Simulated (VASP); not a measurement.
# InAs (F-43m) in VASP: notebook, part 2 of 2

VASP 6.6.1.

## Step 3: Single point, LDA

This run uses another cell than the first one, of 29.14 Å³/atom.

File INCAR:

```
ALGO     = Normal         # electronic algorithm
EDIFF    = 1E-6           # SCF threshold, eV
ENCUT    = 510            # plane-wave cutoff, eV
GGA      = CA             # functional
GGA_COMPAT= False        
ISIF     = 2              # what is computed and relaxed
ISMEAR   = -1             # smearing method
LASPH    = True           # aspherical terms in the spheres
LCHARG   = False          # write CHGCAR
LREAL    = False          # projectors in reciprocal space
LWAVE    = False          # write WAVECAR
NBANDS   = 21             # bands
NELM     = 120            # most SCF steps
PREC     = Accurate       # precision mode
SIGMA    = 0.05           # smearing width, eV
```

File KPOINTS:

```
k-points
0
Gamma
  8 8 8
```

File POSCAR:

```
InAs
1.0
    0.0000000000      3.0771914981      3.0771914981
    3.0771914981      0.0000000000      3.0771914981
    3.0771914981      3.0771914981      0.0000000000
In As
1 1
Direct
    0.0000000000      0.0000000000      0.0000000000
    0.7500000000      0.7500000000      0.7500000000
```

Potentials or basis: VASP PAW LDA potentials, release 64 (In_d, As_d).

Command:

```console
cat potpaw_LDA.64/In_d/POTCAR potpaw_LDA.64/As_d/POTCAR > POTCAR
mpirun -np 1 vasp_std > vasp.out
```

OUTCAR:

```text
EDIFF = 1E-6
   ENCUT = 510
   GGA = CA
   ISIF = 2
   ISMEAR = -1
   LASPH = True
   LREAL = False
   NELM = 120
   PREC = Accurate

 ion  position               nearest neighbor table
   1  0.000  0.000  0.000-   2 2.66   2 2.66   2 2.66   2 2.66
   2  0.750  0.750  0.750-   1 2.66   1 2.66   1 2.66   1 2.66

  LATTYP: Found a face centered cubic cell.
 ALAT       =     6.1543829962

  Lattice vectors:

 A1 = (   0.0000000000,   3.0771914981,   3.0771914981)
 A2 = (   3.0771914981,   0.0000000000,   3.0771914981)
 A3 = (   3.0771914981,   3.0771914981,   0.0000000000)

Analysis of symmetry for initial positions (statically):
=====================================================================
 Subroutine PRICEL returns:
 Original cell was already a primitive cell.

 Routine SETGRP: Setting up the symmetry group for a
 face centered cubic supercell.

 Subroutine GETGRP returns: Found 24 space group operations
 (whereof 24 operations were pure point group operations)
 out of a pool of 48 trial point group operations.

The static configuration has the point symmetry T_d .

Analysis of symmetry for dynamics (positions and initial velocities):
=====================================================================
 Subroutine PRICEL returns:
 Original cell was already a primitive cell.

 Routine SETGRP: Setting up the symmetry group for a
 face centered cubic supercell.

 Subroutine GETGRP returns: Found 24 space group operations
 (whereof 24 operations were pure point group operations)
 out of a pool of 48 trial point group operations.

The dynamic configuration has the point symmetry T_d .

 Subroutine INISYM returns: Found 24 space group operations
 (whereof 24 operations are pure point group operations),
 and found     1 'primitive' translations

----------------------------------------------------------------------------------------

                                     Primitive cell

  volume of cell :      58.2765

  direct lattice vectors                    reciprocal lattice vectors
     0.000000000  3.077191498  3.077191498    -0.162485825  0.162485825  0.162485825
     3.077191498  0.000000000  3.077191498     0.162485825 -0.162485825  0.162485825
     3.077191498  3.077191498  0.000000000     0.162485825  0.162485825 -0.162485825

  length of vectors
     4.351805951  4.351805951  4.351805951     0.281433705  0.281433705  0.281433705

  position of ions in fractional coordinates (direct lattice)
     0.000000000  0.000000000  0.000000000
     0.750000000  0.750000000  0.750000000

  ion indices of the primitive-cell ions
   primitive index   ion index
                 1           1
                 2           2

----------------------------------------------------------------------------------------

 KPOINTS: k-points

Automatic generation of k-mesh.
 Grid dimensions read from file:
 generate k-points for:    8    8    8

 Generating k-lattice:

  Cartesian coordinates                     Fractional coordinates (reciprocal lattice)
    -0.020310728  0.020310728  0.020310728     0.125000000  0.000000000  0.000000000
     0.020310728 -0.020310728  0.020310728     0.000000000  0.125000000  0.000000000
     0.020310728  0.020310728 -0.020310728     0.000000000  0.000000000  0.125000000

  Length of vectors
     0.035179213  0.035179213  0.035179213

  Shift w.r.t. Gamma in fractional coordinates (k-lattice)
     0.000000000  0.000000000  0.000000000

 Subroutine IBZKPT returns following result:
 ===========================================

 Found     29 irreducible k-points:

 Following reciprocal coordinates:
            Coordinates               Weight
  0.000000  0.000000  0.000000      1.000000
  0.125000  0.000000  0.000000      8.000000
  0.250000  0.000000  0.000000      8.000000
  0.375000  0.000000  0.000000      8.000000
  0.500000  0.000000  0.000000      4.000000
  0.125000  0.125000  0.000000      6.000000
[... 16 lines left out ...]
  0.500000  0.250000  0.125000     48.000000
 -0.375000  0.250000  0.125000     24.000000
 [... further k-points ...]
   k-points           NKPTS =     29   k-points in BZ     NKDIM =     29   number of bands    NBANDS=     21
   number of dos      NEDOS =    301   number of ions     NIONS =      2
   total plane-waves  NPLWV =  32768
   dimension x,y,z NGX =    32 NGY =   32 NGZ =   32
   dimension x,y,z NGXF=    64 NGYF=   64 NGZF=   64
   ions per type =               1   1
   NGX,Y,Z   is equivalent  to a cutoff of  12.22, 12.22, 12.22 a.u.
   NGXF,Y,Z  is equivalent  to a cutoff of  24.45, 24.45, 24.45 a.u.
 SYSTEM =  unknown system
   PREC   = accura    normal or accurate (medium, high low for compatibility)
   ISTART =      0    job   : 0-new  1-cont  2-samecut
   ICHARG =      2    charge: 1-file 2-atom 10-const
   ISPIN  =      1    spin polarized calculation?
   LNONCOLLINEAR =      F non collinear calculations
   LSORBIT =      F    spin-orbit coupling
   LASPH  =      T    aspherical Exc in radial PAW
   ENCUT  =  510.0 eV  37.48 Ry    6.12 a.u.   8.01  8.01  8.01*2*pi/ulx,y,z
   NELM   =    120;   NELMIN=  2; NELMDL= -5     # of ELM steps
   EDIFF  = 0.1E-05   stopping-criterion for ELM
   LREAL  =      F    real-space projection
   EDIFFG = 0.1E-04   stopping-criterion for IOM
   NSW    =      0    number of steps for IOM
   IBRION =     -1    ionic relax: 0-MD 1-quasi-New 2-CG
   NFREE  =      0    steps in history (QN), initial steepest desc. (CG)
   ISIF   =      2    stress and relaxation
   ISYM   =      2    0-nonsym 1-usesym 2-fastsym
   POTIM  = 0.5000    time-step for ionic-motion
   TEBEG  =    0.0;   TEEND  =   0.0 temperature during run
   PSTRESS=    0.0 pullay stress
   NELECT =      28.0000    total number of electrons
   NUPDOWN=      -1.0000    fix difference up-down
   EMIN   =  10.00;   EMAX   =-10.00  energy-range for DOS
   EFERMI =   0.00;   METHOD = LEGACY
   ISMEAR =    -1;   SIGMA  =   0.05  broadening in eV -4-tet -1-fermi 0-gaus
   EFERMI_NEDOS =   21; number of points for ismear=-14 and -15
   IALGO  =     38    algorithm
   IMIX   =      4    mixing-type and parameters
     AMIX     =   0.40;   BMIX     =  1.00
     AMIX_MAG =   1.60;   BMIX_MAG =  1.00
  volume/ion in A,a.u.               =      29.14       196.63
  Fermi-wavevector in a.u.,A,eV,Ry     =   1.282221  2.423047 22.369222  1.644091
  Thomas-Fermi vector in A             =   2.414545
   LORBIT       =      0    0 simple, 1 ext, 2 COOP (PROOUT), +10 PAW based schemes
   GGA     = CA    functional components
   LHFCALC =     F    Hartree Fock is set to
   AEXX    =    0.0000 exact exchange contribution
   IVDW    =     0    specifies the selected vdW correction
   LEPSILON=     F    determine dielectric tensor
   LRPA    =     F    only Hartree local field effects (RPA)
 non-spin polarized calculation
  energy-cutoff  :      510.00
  volume of cell :       58.28
 maximum number of plane-waves:      1540
   NGX = 17   NGY = 17   NGZ = 17

 number of electron      27.9999999 magnetization

 Free energy of the ion-electron system (eV)
  ---------------------------------------------------
  ext. energy  EPLUGINS =         0.00000000
  ---------------------------------------------------
  free energy    TOTEN  =        -8.99077806 eV

  energy without entropy =       -8.99020478  energy(sigma->0) =       -8.99049142

 E-fermi :   3.2327     XC(G=0):  -9.4939

 val. band max:        3.1815586847   @ k =   0.0000   0.0000   0.0000
 cond. band min:       3.8780987447   @ k =   0.5000   0.0000   0.0000
 fundamental gap:      0.6965400600
 Fermi energy:         3.2326660351

 k-point     1 :       0.0000    0.0000    0.0000
  band No.  band energies     occupation
      1     -31.9157      2.00000
      2     -31.9157      2.00000
      3     -31.9157      2.00000
      4     -31.9086      2.00000
      5     -31.9086      2.00000
      6     -11.0698      2.00000
[... 13 lines left out ...]
     20      12.8043      0.00000
     21      12.8043      0.00000

 k-point     2 :       0.1250    0.0000    0.0000
  band No.  band energies     occupation
      1     -31.9157      2.00000
      2     -31.9157      2.00000
      3     -31.9157      2.00000
      4     -31.9086      2.00000
      5     -31.9086      2.00000
      6     -11.0864      2.00000
[... 520 lines left out ...]
 k-point    24 :      -0.3750    0.2500    0.1250
  band No.  band energies     occupation
      1     -31.9157      2.00000
      2     -31.9156      2.00000
      3     -31.9154      2.00000
      4     -31.9086      2.00000
      5     -31.9085      2.00000
      6     -11.1883      2.00000
[... 13 lines left out ...]
     20      13.3485      0.00000
     21      13.9687      0.00000

 [... further k-points ...]

------------------------ aborting loop because EDIFF is reached ----------------------------------------

  FORCE on cell =-STRESS in cart. coord.  units (eV):
  Direction    XX          YY          ZZ          XY          YZ          ZX
  --------------------------------------------------------------------------------------
  -------------------------------------------------------------------------------------
  Total       -1.1559529     -1.1559529     -1.1559529      0.0000000      0.0000000      0.0000000
  in kB      -31.7802385    -31.7802385    -31.7802385      0.0000000      0.0000000      0.0000000
  external PRESSURE =     -31.7802385 kB  Pullay stress =       0.0000000 kB

 VOLUME and BASIS-vectors are now :
 -----------------------------------------------------------------------------
  energy-cutoff  :      510.00
  volume of cell :       58.28
      direct lattice vectors                 reciprocal lattice vectors
     0.000000000  3.077191498  3.077191498    -0.162485825  0.162485825  0.162485825
     3.077191498  0.000000000  3.077191498     0.162485825 -0.162485825  0.162485825
     3.077191498  3.077191498  0.000000000     0.162485825  0.162485825 -0.162485825

 POSITION                                       TOTAL-FORCE (eV/Angst)
 -----------------------------------------------------------------------------------
      0.00000      0.00000      0.00000         0.000000     -0.000000      0.000000
      4.61579      4.61579      4.61579        -0.000000      0.000000     -0.000000
 -----------------------------------------------------------------------------------
    total drift:                                0.000000      0.000000      0.000000

  FREE ENERGIE OF THE ION-ELECTRON SYSTEM (eV)
  ---------------------------------------------------
  free  energy   TOTEN  =        -8.9907780581 eV

  energy  without entropy=       -8.9902047784  energy(sigma->0) =       -8.99049142
```

Run time: 55 s. Hardware: 1 thread of AMD EPYC, shared host; peak memory 0.14 GiB.

What came out:

```yaml
Free_energy: -8.9908 eV
Pressure: -3.2 GPa
Band_gap_on_the_k_mesh: zero (filled and empty bands touch)
```

Caveat: the cell stands under tension; semilocal functionals underestimate gaps, and a narrow one can read as zero; spin-orbit coupling is left out, which moves the levels of the heavy elements.

The gap in the log of VASP goes by the Fermi energy; the results here count the filled bands.